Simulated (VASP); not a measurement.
# LiH (Fm-3m) in VASP: further runs

The runs below take LiH through electric field gradients, with LDA.

Program: VASP 6.6.1. These are calculated values, not measurements. Logs are shortened: lines on timing, memory, paths and dates and some standing lists are left out, and cuts for length are marked.

### Step 1. The cell of the first run

Symmetry: Fm-3m, No. 225, cubic system. Conventional cell: a = 4.051 Å, b = 4.051 Å, c = 4.051 Å, α = 90.00°, β = 90.00°, γ = 90.00°. Li (site symmetry m-3m) has 6 H at 2.03 Å within 2.7 Å. Within 2.7 Å of H (site symmetry m-3m) lie 6 Li at 2.03 Å.

### Step 2. Electric field gradients, LDA (volume scaled by 0.99)

The input, INCAR:

```
SYSTEM = LiH
PREC = Accurate ; ENCUT = 520
EDIFF = 1E-8 ; ISMEAR = -1
SIGMA = 0.03 ; LREAL = .FALSE.
LASPH = .TRUE. ; NELM = 60
ALGO = Normal ; ISIF = 2
LWAVE = .FALSE. ; LCHARG = .FALSE.
GGA = CA ; LEFG = .TRUE.
NBANDS = 9
```

The input, KPOINTS:

```
Automatic mesh
0
G
  11 11 11
  0 0 0
```

The input, POSCAR:

```
LiH
1.0
    0.0000000000      2.0257022904      2.0257022904
    2.0257022904      0.0000000000      2.0257022904
    2.0257022904      2.0257022904      0.0000000000
Li H
1 1
Direct
    0.0000000000      0.0000000000      0.0000000000
    0.5000000000      0.5000000000      0.5000000000
```

Potentials or basis: VASP PAW LDA potentials, release 64 (Li_sv, H).

Launch:

```console
$ cat potpaw_LDA.64/Li_sv/POTCAR potpaw_LDA.64/H/POTCAR > POTCAR
$ mpirun -np 1 vasp_std > vasp.out
```

OUTCAR:

```text
SYSTEM = LiH
   PREC = Accurate
   ENCUT = 520
   EDIFF = 1E-8
   ISMEAR = -1
   LREAL = .FALSE.
   LASPH = .TRUE.
   NELM = 60
   ISIF = 2
   GGA = CA

 ion  position               nearest neighbor table
   1  0.000  0.000  0.000-
   2  0.500  0.500  0.500-

  LATTYP: Found a face centered cubic cell.
 ALAT       =     4.0514045808

  Lattice vectors:

 A1 = (   0.0000000000,   2.0257022904,   2.0257022904)
 A2 = (   2.0257022904,   0.0000000000,   2.0257022904)
 A3 = (   2.0257022904,   2.0257022904,   0.0000000000)

Analysis of symmetry for initial positions (statically):
=====================================================================
 Subroutine PRICEL returns:
 Original cell was already a primitive cell.

 Routine SETGRP: Setting up the symmetry group for a
 face centered cubic supercell.

 Subroutine GETGRP returns: Found 48 space group operations
 (whereof 48 operations were pure point group operations)
 out of a pool of 48 trial point group operations.

The static configuration has the point symmetry O_h .

Analysis of symmetry for dynamics (positions and initial velocities):
=====================================================================
 Subroutine PRICEL returns:
 Original cell was already a primitive cell.

 Routine SETGRP: Setting up the symmetry group for a
 face centered cubic supercell.

 Subroutine GETGRP returns: Found 48 space group operations
 (whereof 48 operations were pure point group operations)
 out of a pool of 48 trial point group operations.

The dynamic configuration has the point symmetry O_h .

 Subroutine INISYM returns: Found 48 space group operations
 (whereof 48 operations are pure point group operations),
 and found     1 'primitive' translations

----------------------------------------------------------------------------------------

                                     Primitive cell

  volume of cell :      16.6248

  direct lattice vectors                    reciprocal lattice vectors
     0.000000000  2.025702290  2.025702290    -0.246827978  0.246827978  0.246827978
     2.025702290  0.000000000  2.025702290     0.246827978 -0.246827978  0.246827978
     2.025702290  2.025702290  0.000000000     0.246827978  0.246827978 -0.246827978

  length of vectors
     2.864775652  2.864775652  2.864775652     0.427518598  0.427518598  0.427518598

  position of ions in fractional coordinates (direct lattice)
     0.000000000  0.000000000  0.000000000
     0.500000000  0.500000000  0.500000000

  ion indices of the primitive-cell ions
   primitive index   ion index
                 1           1
                 2           2

----------------------------------------------------------------------------------------

 KPOINTS: Automatic mesh

Automatic generation of k-mesh.
 Grid dimensions read from file:
 generate k-points for:   11   11   11

 Generating k-lattice:

  Cartesian coordinates                     Fractional coordinates (reciprocal lattice)
    -0.022438907  0.022438907  0.022438907     0.090909091  0.000000000  0.000000000
     0.022438907 -0.022438907  0.022438907     0.000000000  0.090909091  0.000000000
     0.022438907  0.022438907 -0.022438907     0.000000000  0.000000000  0.090909091

  Length of vectors
     0.038865327  0.038865327  0.038865327

  Shift w.r.t. Gamma in fractional coordinates (k-lattice)
     0.000000000  0.000000000  0.000000000

 Subroutine IBZKPT returns following result:
 ===========================================

 Found     56 irreducible k-points:

 Following reciprocal coordinates:
            Coordinates               Weight
  0.000000  0.000000  0.000000      1.000000
  0.090909  0.000000  0.000000      8.000000
  0.181818  0.000000  0.000000      8.000000
  0.272727  0.000000  0.000000      8.000000
  0.363636  0.000000  0.000000      8.000000
  0.454545  0.000000  0.000000      8.000000
[... 16 lines left out ...]
 -0.272727  0.181818  0.000000     24.000000
 -0.181818  0.181818  0.000000     12.000000
 [... further k-points ...]
   k-points           NKPTS =     56   k-points in BZ     NKDIM =     56   number of bands    NBANDS=      9
   number of dos      NEDOS =    301   number of ions     NIONS =      2
   total plane-waves  NPLWV =  13824
   dimension x,y,z NGX =    24 NGY =   24 NGZ =   24
   dimension x,y,z NGXF=    48 NGYF=   48 NGZF=   48
   ions per type =               1   1
   NGX,Y,Z   is equivalent  to a cutoff of  13.93, 13.93, 13.93 a.u.
   NGXF,Y,Z  is equivalent  to a cutoff of  27.85, 27.85, 27.85 a.u.
 SYSTEM =  LiH
   PREC   = accura    normal or accurate (medium, high low for compatibility)
   ISTART =      0    job   : 0-new  1-cont  2-samecut
   ICHARG =      2    charge: 1-file 2-atom 10-const
   ISPIN  =      1    spin polarized calculation?
   LNONCOLLINEAR =      F non collinear calculations
   LSORBIT =      F    spin-orbit coupling
   LASPH  =      T    aspherical Exc in radial PAW
   ENCUT  =  520.0 eV  38.22 Ry    6.18 a.u.   5.33  5.33  5.33*2*pi/ulx,y,z
   NELM   =     60;   NELMIN=  2; NELMDL= -5     # of ELM steps
   EDIFF  = 0.1E-07   stopping-criterion for ELM
   LREAL  =      F    real-space projection
   EDIFFG = 0.1E-06   stopping-criterion for IOM
   NSW    =      0    number of steps for IOM
   IBRION =     -1    ionic relax: 0-MD 1-quasi-New 2-CG
   NFREE  =      0    steps in history (QN), initial steepest desc. (CG)
   ISIF   =      2    stress and relaxation
   ISYM   =      2    0-nonsym 1-usesym 2-fastsym
   POTIM  = 0.5000    time-step for ionic-motion
   TEBEG  =    0.0;   TEEND  =   0.0 temperature during run
   PSTRESS=    0.0 pullay stress
   NELECT =       4.0000    total number of electrons
   NUPDOWN=      -1.0000    fix difference up-down
   EMIN   =  10.00;   EMAX   =-10.00  energy-range for DOS
   EFERMI =   0.00;   METHOD = LEGACY
   ISMEAR =    -1;   SIGMA  =   0.03  broadening in eV -4-tet -1-fermi 0-gaus
   EFERMI_NEDOS =   21; number of points for ismear=-14 and -15
   IALGO  =     38    algorithm
   IMIX   =      4    mixing-type and parameters
     AMIX     =   0.40;   BMIX     =  1.00
     AMIX_MAG =   1.60;   BMIX_MAG =  1.00
  volume/ion in A,a.u.               =       8.31        56.09
  Fermi-wavevector in a.u.,A,eV,Ry     =   1.018222  1.924161 14.106199  1.036776
  Thomas-Fermi vector in A             =   2.151668
   LORBIT       =      0    0 simple, 1 ext, 2 COOP (PROOUT), +10 PAW based schemes
   GGA     = CA    functional components
   LHFCALC =     F    Hartree Fock is set to
   AEXX    =    0.0000 exact exchange contribution
   IVDW    =     0    specifies the selected vdW correction
   LEPSILON=     F    determine dielectric tensor
   LRPA    =     F    only Hartree local field effects (RPA)
 non-spin polarized calculation
  energy-cutoff  :      520.00
  volume of cell :       16.62
 maximum number of plane-waves:       459
 NGX is ok and might be reduce to    24
   NGX = 11   NGY = 11   NGZ = 11

 number of electron       3.9999996 magnetization

 Free energy of the ion-electron system (eV)
  ---------------------------------------------------
  ext. energy  EPLUGINS =         0.00000000
  ---------------------------------------------------
  free energy    TOTEN  =        -6.47593835 eV

  energy without entropy =       -6.47593835  energy(sigma->0) =       -6.47593835

 E-fermi :   0.6777     XC(G=0):  -8.7021

 val. band max:        0.0073005477   @ k =  -0.4545   0.4545   0.0000
 cond. band min:       2.8367750578   @ k =  -0.4545   0.4545   0.0000
 fundamental gap:      2.8294745102
 Fermi energy:         0.6777499246

 k-point     1 :       0.0000    0.0000    0.0000
  band No.  band energies     occupation
      1     -43.4394      2.00000
      2      -5.3833      2.00000
      3      15.7638      0.00000
      4      17.1415      0.00000
      5      17.1415      0.00000
      6      17.1415      0.00000
      7      21.9138      0.00000
      8      21.9138      0.00000
      9      21.9138      0.00000
[... 265 lines left out ...]
 k-point    24 :      -0.1818    0.1818    0.0000
  band No.  band energies     occupation
      1     -43.4085      2.00000
      2      -3.8887      2.00000
      3       9.8628      0.00000
      4       9.9352      0.00000
      5      15.5706      0.00000
      6      16.8582      0.00000
      7      20.9121      0.00000
      8      22.6866      0.00000
      9      24.3328      0.00000

 [... further k-points ...]

------------------------ aborting loop because EDIFF is reached ----------------------------------------

  FORCE on cell =-STRESS in cart. coord.  units (eV):
  Direction    XX          YY          ZZ          XY          YZ          ZX
  --------------------------------------------------------------------------------------
  -------------------------------------------------------------------------------------
  Total       -0.3974527     -0.3974527     -0.3974527     -0.0000000     -0.0000000     -0.0000000
  in kB      -38.3035669    -38.3035669    -38.3035669     -0.0000000     -0.0000000     -0.0000000
  external PRESSURE =     -38.3035669 kB  Pullay stress =       0.0000000 kB

 VOLUME and BASIS-vectors are now :
 -----------------------------------------------------------------------------
  energy-cutoff  :      520.00
  volume of cell :       16.62
      direct lattice vectors                 reciprocal lattice vectors
     0.000000000  2.025702290  2.025702290    -0.246827978  0.246827978  0.246827978
     2.025702290  0.000000000  2.025702290     0.246827978 -0.246827978  0.246827978
     2.025702290  2.025702290  0.000000000     0.246827978  0.246827978 -0.246827978

 POSITION                                       TOTAL-FORCE (eV/Angst)
 -----------------------------------------------------------------------------------
      0.00000      0.00000      0.00000        -0.000000      0.000000     -0.000000
      2.02570      2.02570      2.02570         0.000000     -0.000000      0.000000
 -----------------------------------------------------------------------------------
    total drift:                                0.000000     -0.000000     -0.000000

  FREE ENERGIE OF THE ION-ELECTRON SYSTEM (eV)
  ---------------------------------------------------
  free  energy   TOTEN  =        -6.4759383529 eV

  energy  without entropy=       -6.4759383529  energy(sigma->0) =       -6.47593835

 Electric field gradients (V/A^2)
---------------------------------------------------------------------
 ion       V_xx      V_yy      V_zz      V_xy      V_xz      V_yz
---------------------------------------------------------------------
   1      -0.000     0.000    -0.000    -0.001    -0.001    -0.001
   2       0.000     0.000    -0.000     0.001     0.001     0.001
---------------------------------------------------------------------

 Electric field gradients after diagonalization (V/A^2)
 (convention: |V_zz| > |V_xx| > |V_yy|)
----------------------------------------------------------------------
 ion       V_xx      V_yy      V_zz     asymmetry (V_yy - V_xx)/ V_zz
----------------------------------------------------------------------
   1       0.001     0.001    -0.003       0.000
   2      -0.001    -0.001     0.001       0.000
----------------------------------------------------------------------

           NMR quadrupolar parameters

 Cq : quadrupolar parameter    Cq=e*Q*V_zz/h
 eta: asymmetry parameters     (V_yy - V_xx)/ V_zz
 Q  : nuclear electric quadrupole moment in mb (millibarn)
----------------------------------------------------------------------
 ion       Cq(MHz)       eta       Q (mb)
----------------------------------------------------------------------
   1      -0.000       0.000       1.000
   2       0.000       0.000       1.000
----------------------------------------------------------------------
```

It took 5.9 s on 1 thread of Intel Xeon Platinum 8375C at 2.90GHz (Ice Lake), shared host; peak memory 0.12 GiB.

Results:

```yaml
Free_energy: -6.4759 eV
Band_gap_on_the_k_mesh: 2.83 eV, direct
```

Caveat: the cutoff is under 1.25 times the usual one of these potentials, so pressure, stress and relaxed cells hold a basis-set (Pulay) error; without QUAD_EFG the Cq values of the log hold for a quadrupole moment of 1 mb, not for the nuclei.

(Part 1 of 2 ends here.)
